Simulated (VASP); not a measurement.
Here is a VASP 6.6.1 calculation.

File INCAR:

```
SYSTEM = CoBr3
ALGO = Normal
EDIFF = 1E-6
ENCUT = 520
GGA = PE
ISIF = 2
ISMEAR = 0
ISPIN = 2
LASPH = .True.
LCHARG = .True.
LDAU = .True.
LDAUJ = 0 0
LDAUL = 2 -1
LDAUPRINT = 1
LDAUTYPE = 2
LDAUU = 3.3 0
LELF = .True.
LMAXMIX = 4
LORBIT = 11
LREAL = .False.
LVHAR = .True.
LWAVE = .False.
MAGMOM = 2.88 -0.14 -0.14 -0.14
NBANDS = 27
NELM = 150
PREC = Accurate
SIGMA = 0.05
```

The input KPOINTS:

```
k-points
0
Gamma
  6 6 6
  0 0 0
```

POSCAR

```
CoBr3
1.0
    5.2355449058      0.0000000000      0.0000000000
    0.0000000000      5.2355449058      0.0000000000
    0.0000000000      0.0000000000      5.2355449058
Co Br
1 3
Direct
    0.0000000000      0.0000000000      0.0000000000
    0.5000000000      0.0000000000      0.0000000000
    0.0000000000      0.0000000000      0.5000000000
    0.0000000000      0.5000000000      0.0000000000
```

Potentials or basis: VASP PAW PBE potentials, release 64 (Co, Br).

Run with:

```console
$ cat potpaw_PBE.64/Co/POTCAR potpaw_PBE.64/Br/POTCAR > POTCAR
$ mpirun -np 1 vasp_std > vasp.out
```

(1) Predict the pressure.

(2) Predict the site moments.

(3) Estimate the net moment.

Results:

(1) -1.6 GPa.

(2) Co +2.55; Br +0.32 μB.

(3) 3.83 μB per cell.
